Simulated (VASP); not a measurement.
# Al (C2/c) in VASP: single point with r2SCAN

Aim: the single point of Al with r2SCAN.

All numbers are computed with VASP 6.6.1; they aren't measurements. Logs are shortened: lines on timing, memory, paths and dates and some standing lists are left out, and cuts for length are marked.

## 1. The cell of the first run

Symmetry: C2/c, No. 15, monoclinic system. The conventional cell has a = 2.810 Å, b = 8.632 Å, c = 2.844 Å, α = 90.00°, β = 90.62°, γ = 90.00°. Al (site symmetry 2) has 10 Al at 2.75 to 2.84 Å within 3.6 Å.

## 2. Single point, r2SCAN

POSCAR

```
Al
1.0
   -3.2580420892      2.8460387532      1.3743600625
    2.8460387532     -3.2580420892      1.3743600625
    2.3745602247      2.3745602247     -2.1289449269
Al
2
Direct
    0.9887898961      0.0112101039      1.0000000000
    0.7612101039      0.2387898961      0.5000000000
```

INCAR.step1

```
SYSTEM = Al
PREC = Accurate
ENCUT = 520
ISMEAR = -1
SIGMA = 0.1
LREAL = .FALSE.
LASPH = .TRUE.
NELM = 100
NBANDS = 10
GGA = PE
ALGO = Normal
EDIFF = 1E-4
LWAVE = .TRUE.
LCHARG = .FALSE.
```

INCAR.step2

```
SYSTEM = Al
PREC = Accurate
ENCUT = 520
EDIFF = 1E-6
ISMEAR = -1
SIGMA = 0.1
LREAL = .FALSE.
LASPH = .TRUE.
NELM = 100
ALGO = Normal
ISIF = 2
LWAVE = .FALSE.
LCHARG = .FALSE.
METAGGA = R2SCAN
LMIXTAU = .TRUE.
NBANDS = 10
ISTART = 1
```

KPOINTS

```
Automatic mesh
0
G
  26 26 18
  0 0 0
```

Potentials or basis: VASP PAW PBE potentials, release 64 (Al).

Run with:

```sh
cat potpaw_PBE.64/Al/POTCAR > POTCAR
cp INCAR.step1 INCAR
mpirun -np 1 vasp_std > vasp.out
cp INCAR.step2 INCAR
mpirun -np 1 vasp_std > vasp.out
```

OUTCAR:

```text
SYSTEM = Al
   PREC = Accurate
   ENCUT = 520
   EDIFF = 1E-6
   ISMEAR = -1
   LREAL = .FALSE.
   LASPH = .TRUE.
   NELM = 100
   ISIF = 2
   METAGGA = R2SCAN
   ISTART = 1

 ion  position               nearest neighbor table
   1  0.989  0.011  0.000-   2 2.75   2 2.75   2 2.79   2 2.79   2 2.81   2 2.81
   2  0.761  0.239  0.500-   1 2.75   1 2.75   1 2.79   1 2.79   1 2.81   1 2.81

  Warning from LATTYP: Got some problem with cell dimensions!
  Tried to take original basis but could not verify dimensions!
  LATTYP: Found a base centered monoclinic cell.
 ALAT       =     2.8097964025
 B/A-ratio  =     3.0722773741
 C/A-ratio  =     1.0121131859
 COS(beta)  =    -0.0108162979

  Lattice vectors:

 A1 = (   3.2580420892,  -2.8460387532,  -1.3743600625)
 A2 = (  -2.8460387532,   3.2580420892,  -1.3743600625)
 A3 = (   1.9625568887,   1.9625568887,   0.6197751981)

Analysis of symmetry for initial positions (statically):
=====================================================================
 Subroutine PRICEL returns:
 Original cell was already a primitive cell.

 Routine SETGRP: Setting up the symmetry group for a
 base centered monoclinic supercell.

 Subroutine GETGRP returns: Found  4 space group operations
 (whereof  2 operations were pure point group operations)
 out of a pool of  4 trial point group operations.

The static configuration has the point symmetry C_2 .
 The point group associated with its full space group is C_2h.

Analysis of symmetry for dynamics (positions and initial velocities):
=====================================================================
 Subroutine PRICEL returns:
 Original cell was already a primitive cell.

 Routine SETGRP: Setting up the symmetry group for a
 base centered monoclinic supercell.

 Subroutine GETGRP returns: Found  4 space group operations
 (whereof  2 operations were pure point group operations)
 out of a pool of  4 trial point group operations.

The dynamic configuration has the point symmetry C_2 .
 The point group associated with its full space group is C_2h.

 Subroutine INISYM returns: Found  4 space group operations
 (whereof  2 operations are pure point group operations),
 and found     1 'primitive' translations

----------------------------------------------------------------------------------------

                                     Primitive cell

  volume of cell :      34.4873

  direct lattice vectors                    reciprocal lattice vectors
    -3.258042089  2.846038753  1.374360063     0.106494158  0.270318987  0.420285886
     2.846038753 -3.258042089  1.374360063     0.270318987  0.106494158  0.420285886
[... 95 lines left out ...]
   PSTRESS=    0.0 pullay stress
   NELECT =       6.0000    total number of electrons
   NUPDOWN=      -1.0000    fix difference up-down
   EMIN   =  10.00;   EMAX   =-10.00  energy-range for DOS
   EFERMI =   0.00;   METHOD = LEGACY
   ISMEAR =    -1;   SIGMA  =   0.10  broadening in eV -4-tet -1-fermi 0-gaus
   EFERMI_NEDOS =   21; number of points for ismear=-14 and -15
   IALGO  =     38    algorithm
   IMIX   =      4    mixing-type and parameters
     AMIX     =   0.40;   BMIX     =  1.00
     AMIX_MAG =   1.60;   BMIX_MAG =  1.00
  volume/ion in A,a.u.               =      17.24       116.37
  Fermi-wavevector in a.u.,A,eV,Ry     =   0.913915  1.727048 11.364133  0.835240
  Thomas-Fermi vector in A             =   2.038481
   LORBIT       =      0    0 simple, 1 ext, 2 COOP (PROOUT), +10 PAW based schemes
   METAGGA = R2SCAN    functional components
   LHFCALC =     F    Hartree Fock is set to
   AEXX    =    0.0000 exact exchange contribution
   IVDW    =     0    specifies the selected vdW correction
   LEPSILON=     F    determine dielectric tensor
   LRPA    =     F    only Hartree local field effects (RPA)
 non-spin polarized calculation
  energy-cutoff  :      520.00
  volume of cell :       34.49
 maximum number of plane-waves:       948
 NGX is ok and might be reduce to    36
   NGX = 17   NGY = 17   NGZ = 15

 number of electron       6.0000000 magnetization

 Free energy of the ion-electron system (eV)
  ---------------------------------------------------
  ext. energy  EPLUGINS =         0.00000000
  ---------------------------------------------------
  free energy    TOTEN  =       -13.25187137 eV

  energy without entropy =      -13.22592757  energy(sigma->0) =      -13.23889947

 E-fermi :   7.5038     XC(G=0): -10.6630

 val. band max:        7.5013413594   @ k =  -0.3846   0.0000   0.3889
 cond. band min:       7.5052856101   @ k =   0.3462   0.0385   0.2222
 fundamental gap:      0.0039442507
 Fermi energy:         7.5037827742

 k-point     1 :       0.0000    0.0000    0.0000
  band No.  band energies     occupation
      1      -4.0455      2.00000
      2       3.7434      2.00000
      3       4.8274      2.00000
      4      13.9120      0.00000
      5      13.9299      0.00000
      6      15.6524      0.00000
      7      16.9859      0.00000
      8      17.3197      0.00000
      9      19.2726      0.00000
     10      20.5393      0.00000
[... 287 lines left out ...]
 k-point    24 :       0.3846    0.0385   -0.0000
  band No.  band energies     occupation
      1       2.9311      2.00000
      2       5.4939      2.00000
      3       7.1009      1.96504
      4       7.8555      0.05763
      5       9.2419      0.00000
      6      10.1106      0.00000
      7      11.1819      0.00000
      8      12.4255      0.00000
      9      14.9806      0.00000
     10      17.2622      0.00000

 [... further k-points ...]

------------------------ aborting loop because EDIFF is reached ----------------------------------------

  FORCE on cell =-STRESS in cart. coord.  units (eV):
  Direction    XX          YY          ZZ          XY          YZ          ZX
  --------------------------------------------------------------------------------------
  -------------------------------------------------------------------------------------
  Total       -0.0519922     -0.0519922     -0.0908887     -0.0079972     -0.0301422     -0.0301422
  in kB       -2.4154071     -2.4154071     -4.2224237     -0.3715284     -1.4003189     -1.4003192
  external PRESSURE =      -3.0177460 kB  Pullay stress =       0.0000000 kB

 VOLUME and BASIS-vectors are now :
 -----------------------------------------------------------------------------
  energy-cutoff  :      520.00
  volume of cell :       34.49
      direct lattice vectors                 reciprocal lattice vectors
    -3.258042089  2.846038753  1.374360063     0.106494158  0.270318987  0.420285886
     2.846038753 -3.258042089  1.374360063     0.270318987  0.106494158  0.420285886
     2.374560225  2.374560225 -2.128944927     0.243255206  0.243255206  0.072922634

 POSITION                                       TOTAL-FORCE (eV/Angst)
 -----------------------------------------------------------------------------------
     -3.18961      2.77761      1.37436         0.006595     -0.006595     -0.000000
     -0.61317      2.57573      0.30989        -0.006595      0.006595      0.000000
 -----------------------------------------------------------------------------------
    total drift:                               -0.000000      0.000000      0.000000

  FREE ENERGIE OF THE ION-ELECTRON SYSTEM (eV)
  ---------------------------------------------------
  free  energy   TOTEN  =       -13.2518713732 eV

  energy  without entropy=      -13.2259275700  energy(sigma->0) =      -13.23889947
```

It took 71 min on 1 thread of Oxide Virtual Turin-like, shared host; peak memory 0.9 GiB.

What came out:

```
Free energy            : -13.2519 eV
Pressure               : -0.3 GPa
Largest force          : 0.009 eV/Å
Band gap on the k mesh : zero (bands 3 and 4 overlap by 9.85 eV)
```

Forces on the atoms (eV/Å):
```
Al   0.007 -0.007  0.000
Al  -0.007  0.007  0.000
```

Caveat: the PAW data sets were made with another functional, which shifts forces and pressure a little.
